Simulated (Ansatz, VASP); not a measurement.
**One calculation of Bi2Se3, two programs**

Contents of INCAR:

```
SYSTEM = Bi2Se3
PREC = Accurate ; ENCUT = 600
EDIFF = 1E-6 ; ISMEAR = 0
SIGMA = 0.1 ; LREAL = .False.
LASPH = .True. ; NELM = 60
ALGO = Normal ; ISIF = 3
LWAVE = .False. ; LCHARG = .False.
GGA = PE ; IBRION = 2
NSW = 90 ; EDIFFG = -0.04
```

Contents of KPOINTS:

```
Automatic mesh
0
Gamma
  6 6 6
  0 0 0
```

Contents of POSCAR:

```
Bi2Se3
1.0
   -2.6211341756      2.6211341756      5.7365774578
    2.6211341756     -2.6211341756      5.7365774578
    2.6211341756      2.6211341756     -5.7365774578
Bi Se
2 3
Direct
    0.7500000000      0.2500000000      0.5000000000
    0.2500000000      0.7500000000      0.5000000000
    0.5000000000      0.0000000000      0.5000000000
    0.0000000000      0.5000000000      0.5000000000
    0.5000000000      0.5000000000      0.0000000000
```

Input for Ansatz:

```yaml
crystal:
  lattice:
    - [-2.6211341756, 2.6211341756, 5.7365774578]
    - [2.6211341756, -2.6211341756, 5.7365774578]
    - [2.6211341756, 2.6211341756, -5.7365774578]
  atoms:
    - { symbol: Bi, position: [0.75, 0.25, 0.5] }
    - { symbol: Bi, position: [0.25, 0.75, 0.5] }
    - { symbol: Se, position: [0.5, 0.0, 0.5] }
    - { symbol: Se, position: [0.0, 0.5, 0.5] }
    - { symbol: Se, position: [0.5, 0.5, 0.0] }
basis:
  ecutwfc: 420
kpoints:
  mp_grid: { grid: [6, 6, 6] }
hamiltonian:
  xc: pbe
scf:
  occupations: { method: gaussian, width: 0.1 }
  lower_state_search: "off"
output:
  forces: true
  stress: true
  eigenvalues: true
relax:
  adjacent_minimum: "off"
  f_tol: 0.04
  max_steps: 70
  cell: { stress_tol: 0.4 }
```

Alike in both runs: task relaxation of cell and atoms; functional PBE; k mesh 6 × 6 × 6; occupations gaussian, width 0.1 eV; no spin polarisation.

|  | VASP | Ansatz |
| --- | --- | --- |
| version | VASP 6.6.1 | Ansatz 0.2.0 |
| potentials or method | VASP PAW PBE potentials, release 64 (Bi_d, Se), cutoff 600 eV | scalar-relativistic, plane waves, PAW |
| valence electrons in the cell | 48 | 78 |

Ansatz gave:

```
gap on the k mesh at the Fermi level, each at its own relaxed structure (eV) : none
relaxed volume (Å³/atom)                                                     : 31.05
relaxed cell length with the largest relative difference (Å)                 : 6.836
```

Task: What did VASP give for the same quantities?

Result: gap on the k mesh at the Fermi level, each at its own relaxed structure (eV): none; relaxed volume (Å³/atom): 31.09; relaxed cell length with the largest relative difference (Å): 6.840.

A gap of «none» marks a metal or a gap that the smearing closes. VASP's potentials hold 48 valence electrons a cell and Ansatz's 78, so a difference there can come from the potentials and not from the codes.

Neither program's run includes spin-orbit coupling.
